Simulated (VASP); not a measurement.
# SrVO3 (Pm-3m) in VASP: a series of runs

The runs below take SrVO3 through relaxation of cell and atoms, single point, with revPBE, PBE, BLYP.

All numbers are computed with VASP 6.6.1; they aren't measurements. Logs are shortened: lines on timing, memory, paths and dates and some standing lists are left out, and cuts for length are marked.

**1. The cell of the first run**

The structure is cubic, space group Pm-3m (No. 221). The conventional cell has a = 3.841 Å, b = 3.841 Å, c = 3.841 Å, α = 90.00°, β = 90.00°, γ = 90.00°. Sr (site symmetry m-3m) has 12 O at 2.72 Å and 8 V at 3.33 Å within 3.6 Å. V (site symmetry m-3m) has 6 O at 1.92 Å within 2.5 Å. O (site symmetry 4/mmm) has 2 V at 1.92 Å within 2.5 Å.

**2. Relaxation of cell and atoms, revPBE, collinear spin, ferromagnetic start**

INCAR

```
SYSTEM = SrVO3
PREC     = Accurate       ! precision mode
ENCUT    = 600            ! plane-wave cutoff, eV
EDIFF    = 1E-6           ! SCF threshold, eV
ISMEAR   = -1             ! smearing method
SIGMA    = 0.05           ! smearing width, eV
LREAL    = .FALSE.        ! projectors in reciprocal space
LASPH    = .TRUE.         ! aspherical terms in the spheres
NELM     = 150            ! most SCF steps
ALGO     = Normal         ! electronic algorithm
ISIF     = 3              ! what is computed and relaxed
LWAVE    = .FALSE.        ! write WAVECAR
LCHARG   = .FALSE.        ! write CHGCAR
ISPIN    = 2              ! spin polarisation
MAGMOM   = 0 2 0 0 0      ! initial moments
LORBIT   = 11             ! projections on sites
LMAXMIX  = 4              ! l up to which the mixer works
GGA      = RE             ! functional
IBRION   = 2              ! ionic algorithm
NSW      = 60             ! ionic steps
EDIFFG   = -0.01          ! ionic threshold
```

KPOINTS

```
regular mesh
0
G
  7 7 7
  0 0 0
```

POSCAR

```
SrVO3
1.0
    3.8409000000      0.0000000000      0.0000000000
    0.0000000000      3.8409000000      0.0000000000
    0.0000000000      0.0000000000      3.8409000000
Sr V O
1 1 3
Direct
    0.5000000000      0.5000000000      0.5000000000
    0.0000000000      0.0000000000      0.0000000000
    0.0000000000      0.0000000000      0.5000000000
    0.0000000000      0.5000000000      0.0000000000
    0.5000000000      0.0000000000      0.0000000000
```

Potentials or basis: VASP PAW PBE potentials, release 64 (Sr_sv, V_sv, O).

The run is started by

```sh
> cat potpaw_PBE.64/Sr_sv/POTCAR potpaw_PBE.64/V_sv/POTCAR potpaw_PBE.64/O/POTCAR > POTCAR
> mpirun -np 1 vasp_std > vasp.out
```

OUTCAR:

```text
SYSTEM = SrVO3
   PREC = Accurate
   ENCUT = 600
   EDIFF = 1E-6
   ISMEAR = -1
   LREAL = .FALSE.
   LASPH = .TRUE.
   NELM = 150
   ISIF = 3
   ISPIN = 2
   LORBIT = 11
   GGA = RE
   IBRION = 2
   NSW = 60
   EDIFFG = -0.01

 ion  position               nearest neighbor table
   1  0.500  0.500  0.500-   3 2.72   4 2.72   5 2.72   4 2.72   5 2.72   3 2.72   5 2.72   5 2.72
                             3 2.72   4 2.72   4 2.72   3 2.72   2 3.33   2 3.33   2 3.33   2 3.33
   2  0.000  0.000  0.000-   3 1.92   4 1.92   5 1.92   3 1.92   4 1.92   5 1.92   1 3.33   1 3.33
                             1 3.33   1 3.33   1 3.33   1 3.33   1 3.33   1 3.33
   3  0.000  0.000  0.500-   2 1.92   2 1.92   1 2.72   1 2.72   1 2.72   1 2.72
   4  0.000  0.500  0.000-   2 1.92   2 1.92   1 2.72   1 2.72   1 2.72   1 2.72
   5  0.500  0.000  0.000-   2 1.92   2 1.92   1 2.72   1 2.72   1 2.72   1 2.72

  LATTYP: Found a simple cubic cell.
 ALAT       =     3.8409000000

  Lattice vectors:

 A1 = (   3.8409000000,   0.0000000000,   0.0000000000)
 A2 = (   0.0000000000,   3.8409000000,   0.0000000000)
 A3 = (   0.0000000000,   0.0000000000,   3.8409000000)

Analysis of symmetry for initial positions (statically):
=====================================================================
 Subroutine PRICEL returns:
 Original cell was already a primitive cell.

 Routine SETGRP: Setting up the symmetry group for a
 simple cubic supercell.

 Subroutine GETGRP returns: Found 48 space group operations
 (whereof 48 operations were pure point group operations)
 out of a pool of 48 trial point group operations.

The static configuration has the point symmetry O_h .

Analysis of symmetry for dynamics (positions and initial velocities):
=====================================================================
 Subroutine PRICEL returns:
 Original cell was already a primitive cell.

 Routine SETGRP: Setting up the symmetry group for a
 simple cubic supercell.

 Subroutine GETGRP returns: Found 48 space group operations
 (whereof 48 operations were pure point group operations)
 out of a pool of 48 trial point group operations.

The dynamic configuration has the point symmetry O_h .

Analysis of structural, dynamic, and magnetic symmetry:
=====================================================================
 Subroutine PRICEL returns:
 Original cell was already a primitive cell.

 Routine SETGRP: Setting up the symmetry group for a
 simple cubic supercell.

[... 123 lines left out ...]
   IMIX   =      4    mixing-type and parameters
     AMIX     =   0.40;   BMIX     =  1.00
     AMIX_MAG =   1.60;   BMIX_MAG =  1.00
  volume/ion in A,a.u.               =      11.33        76.48
  Fermi-wavevector in a.u.,A,eV,Ry     =   1.469726  2.777380 29.389880  2.160095
  Thomas-Fermi vector in A             =   2.585069
   LORBIT       =     11    0 simple, 1 ext, 2 COOP (PROOUT), +10 PAW based schemes
   GGA     = RE    functional components
   LHFCALC =     F    Hartree Fock is set to
   AEXX    =    0.0000 exact exchange contribution
   IVDW    =     0    specifies the selected vdW correction
   LEPSILON=     F    determine dielectric tensor
   LRPA    =     F    only Hartree local field effects (RPA)
 conjugate gradient relaxation of ions
 spin polarized calculation
  energy-cutoff  :      600.00
  volume of cell :       56.66
 maximum number of plane-waves:      1907
 NGX is ok and might be reduce to    32
   NGX = 15   NGY = 15   NGZ = 15

--------------------------------------- Ionic step        1  -------------------------------------------

 number of electron      40.9999997 magnetization       0.0411347

 number of electron      40.9999997 magnetization      -0.0019527

 Free energy of the ion-electron system (eV)
  ---------------------------------------------------
  ext. energy  EPLUGINS =         0.00000000
  ---------------------------------------------------
  free energy    TOTEN  =       -37.45048060 eV

  energy without entropy =      -37.43866780  energy(sigma->0) =      -37.44457420

------------------------ aborting loop because EDIFF is reached ----------------------------------------

  FORCE on cell =-STRESS in cart. coord.  units (eV):
  Direction    XX          YY          ZZ          XY          YZ          ZX
  --------------------------------------------------------------------------------------
  -------------------------------------------------------------------------------------
  Total        2.3548242      2.3548242      2.3548242     -0.0000000     -0.0000000      0.0000000
  in kB       66.5840292     66.5840292     66.5840292     -0.0000000     -0.0000000      0.0000000
  external PRESSURE =      66.5840292 kB  Pullay stress =       0.0000000 kB
[... 65 lines left out ...]
--------------------------------------- Ionic step        3  -------------------------------------------

 number of electron      40.9999987 magnetization      -0.0000047

 Free energy of the ion-electron system (eV)
  ---------------------------------------------------
  ext. energy  EPLUGINS =         0.00000000
  ---------------------------------------------------
  free energy    TOTEN  =       -37.49259439 eV

  energy without entropy =      -37.48053541  energy(sigma->0) =      -37.48656490

 E-fermi :   5.9459     XC(G=0): -11.2041

 val. band max:        5.9120596999   @ k =   0.4286   0.1429   0.1429
 cond. band min:       6.3008321850   @ k =   0.2857   0.2857   0.0000
 fundamental gap:      0.3887724851
 Fermi energy:         5.9458936185

 spin component 1

 k-point     1 :       0.0000    0.0000    0.0000
  band No.  band energies     occupation
      1     -59.9602      1.00000
      2     -33.7223      1.00000
      3     -33.7223      1.00000
      4     -33.7223      1.00000
      5     -28.6331      1.00000
      6     -13.5815      1.00000
[... 549 lines left out ...]
     24      10.9778      0.00000
     25      10.9778      0.00000
 Fermi energy:         5.9458936185

 spin component 2

 k-point     1 :       0.0000    0.0000    0.0000
  band No.  band energies     occupation
      1     -59.9602      1.00000
      2     -33.7223      1.00000
      3     -33.7223      1.00000
      4     -33.7223      1.00000
      5     -28.6331      1.00000
      6     -13.5815      1.00000
[... 581 lines left out ...]
  FREE ENERGIE OF THE ION-ELECTRON SYSTEM (eV)
  ---------------------------------------------------
  free  energy   TOTEN  =       -37.4925943897 eV

  energy  without entropy=      -37.4805354142  energy(sigma->0) =      -37.48656490

 reached required accuracy - stopping structural energy minimisation

 total charge

# of ion       s       p       d       tot
------------------------------------------
    1        1.999   5.819   0.200   8.018
    2        2.271   6.321   2.904  11.496
    3        1.564   3.472   0.000   5.036
    4        1.564   3.472   0.000   5.036
    5        1.564   3.472   0.000   5.036
--------------------------------------------------
tot          8.961  22.557   3.104  34.623

 magnetization (x)

# of ion       s       p       d       tot
------------------------------------------
    1        0.000   0.000  -0.000   0.000
    2       -0.000  -0.000  -0.000  -0.000
    3        0.000   0.000   0.000   0.000
    4        0.000   0.000   0.000   0.000
    5        0.000   0.000   0.000   0.000
--------------------------------------------------
tot          0.000   0.000  -0.000  -0.000
```

OSZICAR:

```text
N       E                     dE             d eps       ncg     rms          rms(c)
DAV:   1     0.451400272989E+03    0.45140E+03   -0.23911E+04  2000   0.188E+03
DAV:   2    -0.170701273343E+02   -0.46847E+03   -0.46137E+03  2481   0.496E+02
DAV:   3    -0.463824981311E+02   -0.29312E+02   -0.29185E+02  2362   0.129E+02
DAV:   4    -0.474380781779E+02   -0.10556E+01   -0.10522E+01  3213   0.187E+01
[... 35 lines left out ...]
DAV:   7    -0.374925776751E+02   -0.11914E-03   -0.12283E-03  3014   0.198E-01    0.432E-02
DAV:   8    -0.374925924363E+02   -0.14761E-04   -0.55357E-05  2954   0.438E-02    0.238E-02
DAV:   9    -0.374925946434E+02   -0.22071E-05   -0.18961E-05  2559   0.276E-02    0.606E-03
DAV:  10    -0.374925943897E+02    0.25361E-06   -0.23732E-06  1498   0.969E-03
   3 F= -.37492594E+02 E0= -.37486565E+02  d E =-.421138E-01  mag=    -0.0000
```

CONTCAR:

```text
SrVO3
   1.00000000000000
     3.8879035602075702    0.0000000000000000    0.0000000000000000
    -0.0000000000000000    3.8879035602075702   -0.0000000000000000
    -0.0000000000000000   -0.0000000000000000    3.8879035602075702
  Sr              V               O
     1     1     3
Direct
     0.5000000000000000    0.5000000000000000    0.5000000000000000
     0.0000000000000000    0.0000000000000000    0.0000000000000000
     0.0000000000000000    0.0000000000000000    0.5000000000000000
     0.0000000000000000    0.5000000000000000    0.0000000000000000
     0.5000000000000000    0.0000000000000000    0.0000000000000000

  0.00000000E+00  0.00000000E+00  0.00000000E+00
  0.00000000E+00  0.00000000E+00  0.00000000E+00
  0.00000000E+00  0.00000000E+00  0.00000000E+00
  0.00000000E+00  0.00000000E+00  0.00000000E+00
  0.00000000E+00  0.00000000E+00  0.00000000E+00
```

Run time: 4.4 min. Hardware: 1 thread of Intel Xeon 8259CL, shared host; peak memory 0.25 GiB.

Results:

```
Free energy                                           : -37.4926 eV
Relaxed volume                                        : 11.75 Å³/atom
Relaxed cell                                          : a = 3.888 Å, b = 3.888 Å, c = 3.888 Å, α = 90.00°, β = 90.00°, γ = 90.00°
Space group after relaxing (to 0.05 Å)                : Pm-3m (No. 221)
Energy gained by relaxing                             : 8.4 meV/atom
Ionic steps                                           : 3
Pressure after relaxing                               : 0.0 GPa
Net moment                                            : 0.00 μB per cell
Valence electrons inside the program's atomic spheres : Sr 8.02; V 11.50; O 5.04
```

The path:
| step | energy change (eV) | largest force (eV/Å) | pressure (GPa) | volume (Å³) |
| --- | --- | --- | --- | --- |
| 1 | 0.0000 | 0.0000 | 6.66 | 56.66 |
| 2 | -0.0132 | 0.0000 | -4.85 | 60.61 |
| 3 | -0.0421 | 0.0000 | -0.01 | 58.77 |

Final structure:
```yaml
crystal:
  lattice:
    - [3.88790, 0.00000, 0.00000]
    - [0.00000, 3.88790, 0.00000]
    - [0.00000, 0.00000, 3.88790]
  atoms:
    - { symbol: Sr, position: [0.50000, 0.50000, 0.50000] }
    - { symbol: V, position: [0.00000, 0.00000, 0.00000] }
    - { symbol: O, position: [0.00000, 0.00000, 0.50000] }
    - { symbol: O, position: [0.00000, 0.50000, 0.00000] }
    - { symbol: O, position: [0.50000, 0.00000, 0.00000] }
```

Levels at points of the mesh, in eV from the Fermi level:
Spin up:
| k point | band 18 | band 19 | band 20 | band 21 | band 22 | band 23 |
| --- | --- | --- | --- | --- | --- | --- |
| (0.00, 0.00, 0.00) | -2.27 | -2.27 | -2.27 | -0.81 | -0.81 | -0.81 |
Spin down:
| k point | band 17 | band 18 | band 19 | band 20 | band 21 | band 22 | band 23 | band 24 |
| --- | --- | --- | --- | --- | --- | --- | --- | --- |
| (0.00, 0.00, 0.00) | -3.03 | -2.27 | -2.27 | -2.27 | -0.81 | -0.81 | -0.81 | 1.24 |

Caveat: the PAW data sets were made with another functional, which shifts forces and pressure a little; semilocal functionals often make such compounds metallic where correlation or magnetic order opens a gap, which also shifts bond lengths. revPBE gives volumes clearly too large for solids.

**3. Single point, PBE, collinear spin, ferromagnetic start**

INCAR

```
  ALGO = Normal
  EDIFF = 1E-6
  ENCUT = 520
  GGA = PE
  ISIF = 2
  ISMEAR = 0
  ISPIN = 2
  LASPH = True
  LCHARG = False
  LMAXMIX = 4
  LORBIT = 11
  LREAL = False
  LWAVE = False
  MAGMOM = 0 2 0 0 0
  NBANDS = 32
  NELM = 150
  PREC = Accurate
  SIGMA = 0.015
```

KPOINTS

```
k-points
0
Gamma
  7 7 7
```

POSCAR is that of step 2.

Potentials or basis: VASP PAW PBE potentials, release 64 (Sr_sv, V_sv, O).

The run is started by

```sh
> cat potpaw_PBE.64/Sr_sv/POTCAR potpaw_PBE.64/V_sv/POTCAR potpaw_PBE.64/O/POTCAR > POTCAR
> mpirun -np 1 vasp_std > vasp.out
```

OUTCAR:

```text
EDIFF = 1E-6
   ENCUT = 520
   GGA = PE
   ISIF = 2
   ISMEAR = 0
   ISPIN = 2
   LASPH = True
   LORBIT = 11
   LREAL = False
   NELM = 150
   PREC = Accurate

 ion  position               nearest neighbor table
   1  0.500  0.500  0.500-   3 2.72   4 2.72   5 2.72   4 2.72   5 2.72   3 2.72   5 2.72   5 2.72
                             3 2.72   4 2.72   4 2.72   3 2.72   2 3.33   2 3.33   2 3.33   2 3.33
   2  0.000  0.000  0.000-   3 1.92   4 1.92   5 1.92   3 1.92   4 1.92   5 1.92   1 3.33   1 3.33
                             1 3.33   1 3.33   1 3.33   1 3.33   1 3.33   1 3.33
   3  0.000  0.000  0.500-   2 1.92   2 1.92   1 2.72   1 2.72   1 2.72   1 2.72
[... 1636 lines left out ...]
 -----------------------------------------------------------------------------------
      1.92045      1.92045      1.92045         0.000000      0.000000      0.000000
      0.00000      0.00000      0.00000         0.000000      0.000000      0.000000
      0.00000      0.00000      1.92045         0.000000      0.000000      0.000000
      0.00000      1.92045      0.00000         0.000000      0.000000      0.000000
      1.92045      0.00000      0.00000         0.000000      0.000000      0.000000
 -----------------------------------------------------------------------------------
    total drift:                               -0.000000     -0.000000      0.000000

  FREE ENERGIE OF THE ION-ELECTRON SYSTEM (eV)
  ---------------------------------------------------
  free  energy   TOTEN  =       -39.2856128222 eV

  energy  without entropy=      -39.2852084279  energy(sigma->0) =      -39.28541063

 total charge

# of ion       s       p       d       tot
------------------------------------------
    1        2.000   5.803   0.219   8.021
    2        2.285   6.349   2.957  11.591
    3        1.565   3.482   0.000   5.047
    4        1.565   3.482   0.000   5.047
    5        1.565   3.482   0.000   5.047
--------------------------------------------------
tot          8.979  22.599   3.176  34.753

 magnetization (x)

# of ion       s       p       d       tot
------------------------------------------
    1        0.000   0.000   0.000   0.000
    2       -0.001  -0.001  -0.098  -0.099
    3        0.000   0.002   0.000   0.002
    4        0.000   0.002   0.000   0.002
    5        0.000   0.002   0.000   0.002
--------------------------------------------------
tot         -0.000   0.004  -0.098  -0.094
```

It took 3 min on 1 thread of Oxide Virtual Turin-like, shared host; peak memory 0.19 GiB.

Results:

```
Free energy                                           : -39.2856 eV
Pressure                                              : 3.2 GPa
Net moment                                            : -0.10 μB per cell
Site moments                                          : Sr +0.00; V -0.10; O +0.00 μB
Valence electrons inside the program's atomic spheres : Sr 8.02; V 11.59; O 5.05
```

Levels at points of the mesh, in eV from the Fermi level:
Spin up:
| k point | band 17 | band 18 | band 19 | band 20 | band 21 | band 22 | band 23 | band 24 |
| --- | --- | --- | --- | --- | --- | --- | --- | --- |
| (0.00, 0.00, 0.00) | -3.16 | -2.32 | -2.32 | -2.32 | -0.79 | -0.79 | -0.79 | 1.41 |
Spin down:
```
           k point  band 18  band 19  band 20  band 21  band 22  band 23
(0.00, 0.00, 0.00)    -2.32    -2.32    -2.32    -0.91    -0.91    -0.91
```

Caveat: semilocal functionals often make such compounds metallic where correlation or magnetic order opens a gap, which also shifts bond lengths.

[end of part 1 of 3]
